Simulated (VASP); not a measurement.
# CdTe (F-43m) in VASP: notebook

The runs below take CdTe through single point, with PBE.

Everything below comes from runs of VASP 6.6.1. Logs are shortened: lines on timing, memory, paths and dates and some standing lists are left out, and cuts for length are marked.

**1. The cell of the first run**

Symmetry: F-43m, No. 216, cubic system. Conventional cell: a = 6.431 Å, b = 6.431 Å, c = 6.431 Å, α = 90.00°, β = 90.00°, γ = 90.00°. Within 3.7 Å of Cd (site symmetry -43m) lie 4 Te at 2.78 Å. Te (site symmetry -43m) has 4 Cd at 2.78 Å within 3.7 Å.

**2. Single point, PBE**

Input file INCAR:

```
  PREC = Accurate
  ENCUT = 520
  EDIFF = 1E-6
  ISMEAR = 0
  SIGMA = 0.05
  LREAL = False
  LASPH = True
  NELM = 60
  ALGO = Normal
  ISIF = 2
  LWAVE = False
  LCHARG = True
  GGA = PE
  LELF = True
  LVHAR = True
  NBANDS = 16
```

Input file KPOINTS:

```
Automatic mesh
0
Gamma
  10 10 10
```

Input file POSCAR:

```
CdTe
1.0
    0.0000000000      3.2156472731      3.2156472731
    3.2156472731      0.0000000000      3.2156472731
    3.2156472731      3.2156472731      0.0000000000
Cd Te
1 1
Direct
    0.0000000000      0.0000000000      0.0000000000
    0.2500000000      0.2500000000      0.2500000000
```

Potentials or basis: VASP PAW PBE potentials, release 64 (Cd, Te).

The run is started by

```
$ cat potpaw_PBE.64/Cd/POTCAR potpaw_PBE.64/Te/POTCAR > POTCAR
$ mpirun -np 1 vasp_std > vasp.out
```

OUTCAR:

```text
PREC = Accurate
   ENCUT = 520
   EDIFF = 1E-6
   ISMEAR = 0
   LREAL = False
   LASPH = True
   NELM = 60
   ISIF = 2
   GGA = PE

 ion  position               nearest neighbor table
   1  0.000  0.000  0.000-   2 2.78   2 2.78   2 2.78   2 2.78
   2  0.250  0.250  0.250-   1 2.78   1 2.78   1 2.78   1 2.78

  LATTYP: Found a face centered cubic cell.
 ALAT       =     6.4312945462

  Lattice vectors:

 A1 = (   0.0000000000,   3.2156472731,   3.2156472731)
 A2 = (   3.2156472731,   0.0000000000,   3.2156472731)
 A3 = (   3.2156472731,   3.2156472731,   0.0000000000)

Analysis of symmetry for initial positions (statically):
=====================================================================
 Subroutine PRICEL returns:
 Original cell was already a primitive cell.

 Routine SETGRP: Setting up the symmetry group for a
 face centered cubic supercell.

 Subroutine GETGRP returns: Found 24 space group operations
 (whereof 24 operations were pure point group operations)
 out of a pool of 48 trial point group operations.

The static configuration has the point symmetry T_d .

Analysis of symmetry for dynamics (positions and initial velocities):
=====================================================================
 Subroutine PRICEL returns:
 Original cell was already a primitive cell.

 Routine SETGRP: Setting up the symmetry group for a
 face centered cubic supercell.

 Subroutine GETGRP returns: Found 24 space group operations
 (whereof 24 operations were pure point group operations)
 out of a pool of 48 trial point group operations.

The dynamic configuration has the point symmetry T_d .

 Subroutine INISYM returns: Found 24 space group operations
 (whereof 24 operations are pure point group operations),
 and found     1 'primitive' translations

----------------------------------------------------------------------------------------

                                     Primitive cell

  volume of cell :      66.5021

  direct lattice vectors                    reciprocal lattice vectors
     0.000000000  3.215647273  3.215647273    -0.155489691  0.155489691  0.155489691
     3.215647273  0.000000000  3.215647273     0.155489691 -0.155489691  0.155489691
     3.215647273  3.215647273  0.000000000     0.155489691  0.155489691 -0.155489691

  length of vectors
     4.547611985  4.547611985  4.547611985     0.269316044  0.269316044  0.269316044

  position of ions in fractional coordinates (direct lattice)
     0.000000000  0.000000000  0.000000000
     0.250000000  0.250000000  0.250000000

  ion indices of the primitive-cell ions
   primitive index   ion index
                 1           1
                 2           2

----------------------------------------------------------------------------------------

 KPOINTS: Automatic mesh

Automatic generation of k-mesh.
 Grid dimensions read from file:
 generate k-points for:   10   10   10

 Generating k-lattice:

  Cartesian coordinates                     Fractional coordinates (reciprocal lattice)
    -0.015548969  0.015548969  0.015548969     0.100000000  0.000000000  0.000000000
     0.015548969 -0.015548969  0.015548969     0.000000000  0.100000000  0.000000000
     0.015548969  0.015548969 -0.015548969     0.000000000  0.000000000  0.100000000

  Length of vectors
     0.026931604  0.026931604  0.026931604

  Shift w.r.t. Gamma in fractional coordinates (k-lattice)
     0.000000000  0.000000000  0.000000000

 Subroutine IBZKPT returns following result:
 ===========================================

 Found     47 irreducible k-points:

 Following reciprocal coordinates:
            Coordinates               Weight
  0.000000  0.000000  0.000000      1.000000
  0.100000  0.000000  0.000000      8.000000
  0.200000  0.000000  0.000000      8.000000
  0.300000  0.000000  0.000000      8.000000
  0.400000  0.000000  0.000000      8.000000
  0.500000  0.000000  0.000000      4.000000
[... 16 lines left out ...]
  0.300000  0.300000  0.000000      6.000000
  0.400000  0.300000  0.000000     24.000000
 [... further k-points ...]
   k-points           NKPTS =     47   k-points in BZ     NKDIM =     47   number of bands    NBANDS=     16
   number of dos      NEDOS =    301   number of ions     NIONS =      2
   total plane-waves  NPLWV =  46656
   dimension x,y,z NGX =    36 NGY =   36 NGZ =   36
   dimension x,y,z NGXF=    72 NGYF=   72 NGZF=   72
   ions per type =               1   1
   NGX,Y,Z   is equivalent  to a cutoff of  13.16, 13.16, 13.16 a.u.
   NGXF,Y,Z  is equivalent  to a cutoff of  26.32, 26.32, 26.32 a.u.
 SYSTEM =  unknown system
   PREC   = accura    normal or accurate (medium, high low for compatibility)
   ISTART =      0    job   : 0-new  1-cont  2-samecut
   ICHARG =      2    charge: 1-file 2-atom 10-const
   ISPIN  =      1    spin polarized calculation?
   LNONCOLLINEAR =      F non collinear calculations
   LSORBIT =      F    spin-orbit coupling
   LASPH  =      T    aspherical Exc in radial PAW
   ENCUT  =  520.0 eV  38.22 Ry    6.18 a.u.   8.46  8.46  8.46*2*pi/ulx,y,z
   NELM   =     60;   NELMIN=  2; NELMDL= -5     # of ELM steps
   EDIFF  = 0.1E-05   stopping-criterion for ELM
   LREAL  =      F    real-space projection
   EDIFFG = 0.1E-04   stopping-criterion for IOM
   NSW    =      0    number of steps for IOM
   IBRION =     -1    ionic relax: 0-MD 1-quasi-New 2-CG
   NFREE  =      0    steps in history (QN), initial steepest desc. (CG)
   ISIF   =      2    stress and relaxation
   ISYM   =      2    0-nonsym 1-usesym 2-fastsym
   POTIM  = 0.5000    time-step for ionic-motion
   TEBEG  =    0.0;   TEEND  =   0.0 temperature during run
   PSTRESS=    0.0 pullay stress
   NELECT =      18.0000    total number of electrons
   NUPDOWN=      -1.0000    fix difference up-down
   EMIN   =  10.00;   EMAX   =-10.00  energy-range for DOS
   EFERMI =   0.00;   METHOD = LEGACY
   ISMEAR =     0;   SIGMA  =   0.05  broadening in eV -4-tet -1-fermi 0-gaus
   EFERMI_NEDOS =   21; number of points for ismear=-14 and -15
   IALGO  =     38    algorithm
   IMIX   =      4    mixing-type and parameters
     AMIX     =   0.40;   BMIX     =  1.00
     AMIX_MAG =   1.60;   BMIX_MAG =  1.00
  volume/ion in A,a.u.               =      33.25       224.39
  Fermi-wavevector in a.u.,A,eV,Ry     =   1.058979  2.001180 15.258064  1.121436
  Thomas-Fermi vector in A             =   2.194308
   LORBIT       =      0    0 simple, 1 ext, 2 COOP (PROOUT), +10 PAW based schemes
   GGA     = PE    functional components
   LHFCALC =     F    Hartree Fock is set to
   AEXX    =    0.0000 exact exchange contribution
   IVDW    =     0    specifies the selected vdW correction
   LEPSILON=     F    determine dielectric tensor
   LRPA    =     F    only Hartree local field effects (RPA)
 non-spin polarized calculation
 Gauss-broadening in eV      SIGMA  =   0.05
  energy-cutoff  :      520.00
  volume of cell :       66.50
 maximum number of plane-waves:      1816
 NGX is ok and might be reduce to    36
   NGX = 17   NGY = 17   NGZ = 17

 number of electron      17.9999994 magnetization

 Free energy of the ion-electron system (eV)
  ---------------------------------------------------
  ext. energy  EPLUGINS =         0.00000000
  ---------------------------------------------------
  free energy    TOTEN  =        -4.74444897 eV

  energy without entropy =       -4.74444897  energy(sigma->0) =       -4.74444897

 E-fermi :   2.7779     XC(G=0):  -8.6882

 val. band max:        2.5592819151   @ k =   0.0000   0.0000   0.0000
 cond. band min:       3.4023071356   @ k =   0.0000   0.0000   0.0000
 fundamental gap:      0.8430252205
 Fermi energy:         2.7779224742

 k-point     1 :       0.0000    0.0000    0.0000
  band No.  band energies     occupation
      1      -8.7495      2.00000
      2      -5.8080      2.00000
      3      -5.8080      2.00000
      4      -5.8080      2.00000
      5      -5.5298      2.00000
      6      -5.5298      2.00000
[... 8 lines left out ...]
     15      11.9578      0.00000
     16      11.9578      0.00000

 k-point     2 :       0.1000    0.0000    0.0000
  band No.  band energies     occupation
      1      -8.7094      2.00000
      2      -5.8002      2.00000
      3      -5.8002      2.00000
      4      -5.7786      2.00000
      5      -5.5305      2.00000
      6      -5.5305      2.00000
[... 8 lines left out ...]
     15      11.3694      0.00000
     16      11.3694      0.00000

 k-point     3 :       0.2000    0.0000    0.0000
  band No.  band energies     occupation
      1      -8.6041      2.00000
      2      -5.7809      2.00000
      3      -5.7809      2.00000
      4      -5.6814      2.00000
      5      -5.5311      2.00000
      6      -5.5311      2.00000
[... 8 lines left out ...]
     15      10.9806      0.00000
     16      11.0232      0.00000

 k-point     4 :       0.3000    0.0000    0.0000
  band No.  band energies     occupation
      1      -8.4740      2.00000
      2      -5.7596      2.00000
      3      -5.7596      2.00000
      4      -5.5285      2.00000
      5      -5.5285      2.00000
      6      -5.5032      2.00000
[... 8 lines left out ...]
     15      11.2378      0.00000
     16      11.2378      0.00000
[... 324 lines left out ...]
 k-point    22 :      -0.2000    0.2000    0.0000
  band No.  band energies     occupation
      1      -8.4305      2.00000
      2      -5.7490      2.00000
      3      -5.7365      2.00000
      4      -5.5461      2.00000
      5      -5.5411      2.00000
      6      -5.4324      2.00000
[... 8 lines left out ...]
     15      12.2075      0.00000
     16      12.8909      0.00000

 k-point    23 :       0.3000    0.3000    0.0000
  band No.  band energies     occupation
      1      -8.3861      2.00000
      2      -5.6978      2.00000
      3      -5.6978      2.00000
      4      -5.6295      2.00000
      5      -5.5085      2.00000
      6      -5.4138      2.00000
[... 8 lines left out ...]
     15      12.7023      0.00000
     16      14.1813      0.00000

 k-point    24 :       0.4000    0.3000    0.0000
  band No.  band energies     occupation
      1      -8.3062      2.00000
      2      -5.6861      2.00000
      3      -5.6759      2.00000
      4      -5.6154      2.00000
      5      -5.5056      2.00000
      6      -5.2617      2.00000
[... 8 lines left out ...]
     15      13.1182      0.00000
     16      14.3583      0.00000

 [... further k-points ...]

------------------------ aborting loop because EDIFF is reached ----------------------------------------

  FORCE on cell =-STRESS in cart. coord.  units (eV):
  Direction    XX          YY          ZZ          XY          YZ          ZX
  --------------------------------------------------------------------------------------
  -------------------------------------------------------------------------------------
  Total        1.6018186      1.6018186      1.6018186     -0.0000000      0.0000000      0.0000000
  in kB       38.5912380     38.5912380     38.5912380     -0.0000000      0.0000000      0.0000000
  external PRESSURE =      38.5912380 kB  Pullay stress =       0.0000000 kB

 VOLUME and BASIS-vectors are now :
 -----------------------------------------------------------------------------
  energy-cutoff  :      520.00
  volume of cell :       66.50
      direct lattice vectors                 reciprocal lattice vectors
     0.000000000  3.215647273  3.215647273    -0.155489691  0.155489691  0.155489691
     3.215647273  0.000000000  3.215647273     0.155489691 -0.155489691  0.155489691
     3.215647273  3.215647273  0.000000000     0.155489691  0.155489691 -0.155489691

 POSITION                                       TOTAL-FORCE (eV/Angst)
 -----------------------------------------------------------------------------------
      0.00000      0.00000      0.00000         0.000000      0.000000     -0.000000
      1.60782      1.60782      1.60782        -0.000000     -0.000000      0.000000
 -----------------------------------------------------------------------------------
    total drift:                               -0.000000     -0.000000     -0.000000

  FREE ENERGIE OF THE ION-ELECTRON SYSTEM (eV)
  ---------------------------------------------------
  free  energy   TOTEN  =        -4.7444489746 eV

  energy  without entropy=       -4.7444489746  energy(sigma->0) =       -4.74444897
```

Run time: 69 s. Hardware: 1 thread of Intel Xeon 8259CL, shared host; peak memory 0.23 GiB.

Results:

```
Free energy            : -4.7444 eV
Pressure               : 3.9 GPa
Band gap on the k mesh : 0.84 eV
```

Caveat: the cell stands under pressure; spin-orbit coupling is left out, which moves the levels of the heavy elements.

(Part 1 of 2 ends here.)
